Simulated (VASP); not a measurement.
# La (P6_3/mmc) in VASP: notebook

Runs on La. Level: BLYP. Tasks: single point.

Everything below comes from runs of VASP 6.6.1. Logs are shortened: lines on timing, memory, paths and dates and some standing lists are left out, and cuts for length are marked.

## Step 1: The cell of the first run

The structure is hexagonal, space group P6_3/mmc (No. 194). Conventional cell: a = 3.701 Å, b = 3.701 Å, c = 11.898 Å, α = 90.00°, β = 90.00°, γ = 120.00°. La (site symmetry -3m) has 12 La at 3.66 to 3.70 Å within 4.8 Å. Within 4.8 Å of La (site symmetry -6m2) lie 12 La at 3.66 to 3.70 Å.

## Step 2: Single point, BLYP (35.28 Å³/atom)

Contents of INCAR:

```
AGGAC = 1.0
AGGAX = 1.0
ALDAC = 0.0
ALDAX = 1.0
ALGO = Normal
EDIFF = 1E-6
ENCUT = 520
GGA = B5
ISIF = 2
ISMEAR = -1
LASPH = True
LCHARG = False
LREAL = False
LWAVE = False
NBANDS = 30
NELM = 80
PREC = Accurate
SIGMA = 0.1
```

Contents of KPOINTS:

```
k-points
0
Gamma
  12 12 4
```

Contents of POSCAR:

```
La
1.0
    3.7009894637      0.0000000000      0.0000000000
   -1.8504947318      3.2051508947      0.0000000000
    0.0000000000      0.0000000000     11.8980780671
La
4
Direct
    1.0000000000      1.0000000000      0.0000000000
    0.0000000000      1.0000000000      0.5000000000
    0.3333333333      0.6666666667      0.7500000000
    0.6666666667      0.3333333333      0.2500000000
```

Potentials or basis: VASP PAW PBE potentials, release 64 (La).

Command:

```bash
cat potpaw_PBE.64/La/POTCAR > POTCAR
mpirun -np 1 vasp_std > vasp.out
```

OUTCAR:

```text
EDIFF = 1E-6
   ENCUT = 520
   GGA = B5
   ISIF = 2
   ISMEAR = -1
   LASPH = True
   LREAL = False
   NELM = 80
   PREC = Accurate

 ion  position               nearest neighbor table
   1  0.000  0.000  0.000-   3 3.66   4 3.66   3 3.66   4 3.66   4 3.66   3 3.66
   2  0.000  0.000  0.500-   3 3.66   4 3.66   3 3.66   4 3.66   4 3.66   3 3.66
   3  0.333  0.667  0.750-   1 3.66   2 3.66   1 3.66   2 3.66   1 3.66   2 3.66
   4  0.667  0.333  0.250-   1 3.66   2 3.66   1 3.66   2 3.66   1 3.66   2 3.66

  LATTYP: Found a hexagonal cell.
 ALAT       =     3.7009894637
 C/A-ratio  =     3.2148370547

  Lattice vectors:

 A1 = (   3.7009894637,   0.0000000000,   0.0000000000)
 A2 = (  -1.8504947318,   3.2051508947,   0.0000000000)
 A3 = (   0.0000000000,   0.0000000000,  11.8980780671)

Analysis of symmetry for initial positions (statically):
=====================================================================
 Subroutine PRICEL returns:
 Original cell was already a primitive cell.

 Routine SETGRP: Setting up the symmetry group for a
 hexagonal supercell.

 Subroutine GETGRP returns: Found 24 space group operations
 (whereof 12 operations were pure point group operations)
 out of a pool of 24 trial point group operations.

The static configuration has the point symmetry D_3d.
 The point group associated with its full space group is D_6h.

Analysis of symmetry for dynamics (positions and initial velocities):
=====================================================================
 Subroutine PRICEL returns:
 Original cell was already a primitive cell.

 Routine SETGRP: Setting up the symmetry group for a
 hexagonal supercell.

 Subroutine GETGRP returns: Found 24 space group operations
 (whereof 12 operations were pure point group operations)
 out of a pool of 24 trial point group operations.

The dynamic configuration has the point symmetry D_3d.
 The point group associated with its full space group is D_6h.

 Subroutine INISYM returns: Found 24 space group operations
 (whereof 12 operations are pure point group operations),
 and found     1 'primitive' translations

----------------------------------------------------------------------------------------

                                     Primitive cell

  volume of cell :     141.1377

  direct lattice vectors                    reciprocal lattice vectors
     3.700989464  0.000000000  0.000000000     0.270198013  0.155998896  0.000000000
    -1.850494732  3.205150895  0.000000000     0.000000000  0.311997791  0.000000000
     0.000000000  0.000000000 11.898078067     0.000000000  0.000000000  0.084047188

  length of vectors
     3.700989464  3.700989464 11.898078067     0.311997791  0.311997791  0.084047188

  position of ions in fractional coordinates (direct lattice)
     0.000000000  0.000000000  0.000000000
     0.000000000  0.000000000  0.500000000
     0.333333333  0.666666667  0.750000000
     0.666666667  0.333333333  0.250000000

  ion indices of the primitive-cell ions
   primitive index   ion index
                 1           1
                 2           2
                 3           3
                 4           4

----------------------------------------------------------------------------------------

 KPOINTS: k-points

Automatic generation of k-mesh.
 Grid dimensions read from file:
 generate k-points for:   12   12    4

 Generating k-lattice:

  Cartesian coordinates                     Fractional coordinates (reciprocal lattice)
     0.022516501  0.012999908  0.000000000     0.083333333  0.000000000  0.000000000
     0.000000000  0.025999816  0.000000000     0.000000000  0.083333333  0.000000000
     0.000000000  0.000000000  0.021011797     0.000000000  0.000000000  0.250000000

  Length of vectors
     0.025999816  0.025999816  0.021011797

  Shift w.r.t. Gamma in fractional coordinates (k-lattice)
     0.000000000  0.000000000  0.000000000

 Subroutine IBZKPT returns following result:
 ===========================================

 Found     57 irreducible k-points:

 Following reciprocal coordinates:
            Coordinates               Weight
  0.000000  0.000000  0.000000      1.000000
  0.083333  0.000000  0.000000      6.000000
  0.166667  0.000000  0.000000      6.000000
  0.250000  0.000000  0.000000      6.000000
  0.333333  0.000000  0.000000      6.000000
  0.416667  0.000000  0.000000      6.000000
[... 16 lines left out ...]
  0.250000  0.000000  0.250000     12.000000
  0.333333  0.000000  0.250000     12.000000
 [... further k-points ...]
   k-points           NKPTS =     57   k-points in BZ     NKDIM =     57   number of bands    NBANDS=     30
   number of dos      NEDOS =    301   number of ions     NIONS =      4
   total plane-waves  NPLWV =  70560
   dimension x,y,z NGX =    28 NGY =   28 NGZ =   90
   dimension x,y,z NGXF=    56 NGYF=   56 NGZF=  180
   ions per type =               4
   NGX,Y,Z   is equivalent  to a cutoff of  12.58, 12.58, 12.58 a.u.
   NGXF,Y,Z  is equivalent  to a cutoff of  25.15, 25.15, 25.15 a.u.
 SYSTEM =  unknown system
   PREC   = accura    normal or accurate (medium, high low for compatibility)
   ISTART =      0    job   : 0-new  1-cont  2-samecut
   ICHARG =      2    charge: 1-file 2-atom 10-const
   ISPIN  =      1    spin polarized calculation?
   LNONCOLLINEAR =      F non collinear calculations
   LSORBIT =      F    spin-orbit coupling
   LASPH  =      T    aspherical Exc in radial PAW
   ENCUT  =  520.0 eV  38.22 Ry    6.18 a.u.   6.88  6.88 22.12*2*pi/ulx,y,z
   NELM   =     80;   NELMIN=  2; NELMDL= -5     # of ELM steps
   EDIFF  = 0.1E-05   stopping-criterion for ELM
   LREAL  =      F    real-space projection
   EDIFFG = 0.1E-04   stopping-criterion for IOM
   NSW    =      0    number of steps for IOM
   IBRION =     -1    ionic relax: 0-MD 1-quasi-New 2-CG
   NFREE  =      0    steps in history (QN), initial steepest desc. (CG)
   ISIF   =      2    stress and relaxation
   ISYM   =      2    0-nonsym 1-usesym 2-fastsym
   POTIM  = 0.5000    time-step for ionic-motion
   TEBEG  =    0.0;   TEEND  =   0.0 temperature during run
   PSTRESS=    0.0 pullay stress
   NELECT =      44.0000    total number of electrons
   NUPDOWN=      -1.0000    fix difference up-down
   EMIN   =  10.00;   EMAX   =-10.00  energy-range for DOS
   EFERMI =   0.00;   METHOD = LEGACY
   ISMEAR =    -1;   SIGMA  =   0.10  broadening in eV -4-tet -1-fermi 0-gaus
   EFERMI_NEDOS =   21; number of points for ismear=-14 and -15
   IALGO  =     38    algorithm
   IMIX   =      4    mixing-type and parameters
     AMIX     =   0.40;   BMIX     =  1.00
     AMIX_MAG =   1.60;   BMIX_MAG =  1.00
  volume/ion in A,a.u.               =      35.28       238.11
  Fermi-wavevector in a.u.,A,eV,Ry     =   1.110055  2.097701 16.765413  1.232223
  Thomas-Fermi vector in A             =   2.246602
   LORBIT       =      0    0 simple, 1 ext, 2 COOP (PROOUT), +10 PAW based schemes
   GGA     = B5    functional components
   LHFCALC =     F    Hartree Fock is set to
   AEXX    =    0.0000 exact exchange contribution
   IVDW    =     0    specifies the selected vdW correction
   LEPSILON=     F    determine dielectric tensor
   LRPA    =     F    only Hartree local field effects (RPA)
 non-spin polarized calculation
  energy-cutoff  :      520.00
  volume of cell :      141.14
 maximum number of plane-waves:      3830
 NGX is ok and might be reduce to    28
   NGX = 13   NGY = 13   NGZ = 45

 number of electron      43.9999997 magnetization

 Free energy of the ion-electron system (eV)
  ---------------------------------------------------
  ext. energy  EPLUGINS =         0.00000000
  ---------------------------------------------------
  free energy    TOTEN  =       -15.73061732 eV

  energy without entropy =      -15.51713527  energy(sigma->0) =      -15.62387629

 E-fermi :   8.9290     XC(G=0):  -9.2036

 val. band max:        8.9273211464   @ k =   0.2500   0.2500   0.5000
 cond. band min:       8.9368072536   @ k =   0.4167   0.1667   0.0000
 fundamental gap:      0.0094861072
 Fermi energy:         8.9289544788

 k-point     1 :       0.0000    0.0000    0.0000
  band No.  band energies     occupation
      1     -23.9400      2.00000
      2     -23.8202      2.00000
      3     -23.8118      2.00000
      4     -23.6869      2.00000
      5      -8.4453      2.00000
      6      -7.6876      2.00000
[... 22 lines left out ...]
     29      10.2667      0.00000
     30      10.3771      0.00000

 k-point     2 :       0.0833    0.0000    0.0000
  band No.  band energies     occupation
      1     -23.9266      2.00000
      2     -23.8103      2.00000
      3     -23.8019      2.00000
      4     -23.6808      2.00000
      5      -8.4124      2.00000
      6      -7.6986      2.00000
[... 22 lines left out ...]
     29      10.4163      0.00000
     30      10.4265      0.00000

 k-point     3 :       0.1667    0.0000    0.0000
  band No.  band energies     occupation
      1     -23.8891      2.00000
      2     -23.7831      2.00000
      3     -23.7746      2.00000
      4     -23.6647      2.00000
      5      -8.3181      2.00000
      6      -7.7541      2.00000
[... 22 lines left out ...]
     29      10.4275      0.00000
     30      10.4947      0.00000

 k-point     4 :       0.2500    0.0000    0.0000
  band No.  band energies     occupation
      1     -23.8352      2.00000
      2     -23.7455      2.00000
      3     -23.7370      2.00000
      4     -23.6446      2.00000
      5      -8.1808      2.00000
      6      -7.9188      2.00000
[... 616 lines left out ...]
     29      10.4001      0.00000
     30      10.4515      0.00000

 k-point    23 :       0.2500    0.0000    0.2500
  band No.  band energies     occupation
      1     -23.8282      2.00000
      2     -23.7777      2.00000
      3     -23.7043      2.00000
      4     -23.6520      2.00000
      5      -8.1618      2.00000
      6      -8.0146      2.00000
[... 22 lines left out ...]
     29      10.3245      0.00000
     30      10.4821      0.00000

 k-point    24 :       0.3333    0.0000    0.2500
  band No.  band energies     occupation
      1     -23.7708      2.00000
      2     -23.7316      2.00000
      3     -23.6744      2.00000
      4     -23.6342      2.00000
      5      -8.1761      2.00000
      6      -8.0741      2.00000
[... 22 lines left out ...]
     29      10.3832      0.00000
     30      10.4910      0.00000

 [... further k-points ...]

------------------------ aborting loop because EDIFF is reached ----------------------------------------

  FORCE on cell =-STRESS in cart. coord.  units (eV):
  Direction    XX          YY          ZZ          XY          YZ          ZX
  --------------------------------------------------------------------------------------
  -------------------------------------------------------------------------------------
  Total        3.3066681      3.3066681      3.3415583      0.0000000      0.0000000      0.0000000
  in kB       37.5368687     37.5368687     37.9329383      0.0000000      0.0000000      0.0000000
  external PRESSURE =      37.6688919 kB  Pullay stress =       0.0000000 kB

 VOLUME and BASIS-vectors are now :
 -----------------------------------------------------------------------------
  energy-cutoff  :      520.00
  volume of cell :      141.14
      direct lattice vectors                 reciprocal lattice vectors
     3.700989464  0.000000000  0.000000000     0.270198013  0.155998896  0.000000000
    -1.850494732  3.205150895  0.000000000     0.000000000  0.311997791  0.000000000
     0.000000000  0.000000000 11.898078067     0.000000000  0.000000000  0.084047188

 POSITION                                       TOTAL-FORCE (eV/Angst)
 -----------------------------------------------------------------------------------
      0.00000      0.00000      0.00000        -0.000000      0.000000     -0.000000
      0.00000      0.00000      5.94904        -0.000000      0.000000     -0.000000
     -0.00000      2.13677      8.92356         0.000000     -0.000000     -0.000000
      1.85049      1.06838      2.97452        -0.000000      0.000000      0.000000
 -----------------------------------------------------------------------------------
    total drift:                               -0.000000      0.000000      0.000000

  FREE ENERGIE OF THE ION-ELECTRON SYSTEM (eV)
  ---------------------------------------------------
  free  energy   TOTEN  =       -15.7306173188 eV

  energy  without entropy=      -15.5171352671  energy(sigma->0) =      -15.62387629
```

Wall time 6.7 min (1 thread of Intel Xeon 8259CL, shared host); peak memory 0.34 GiB.

Results:

- Free energy: -15.7306 eV
- Pressure: 3.8 GPa
- Band gap on the k mesh: zero (bands 22 and 23 overlap by 1.15 eV)

Caveat: the cell stands under pressure; the PAW data sets were made with another functional, which shifts forces and pressure a little; spin-orbit coupling is left out, which moves the levels of the heavy elements.

(Part 1 of 2 ends here.)
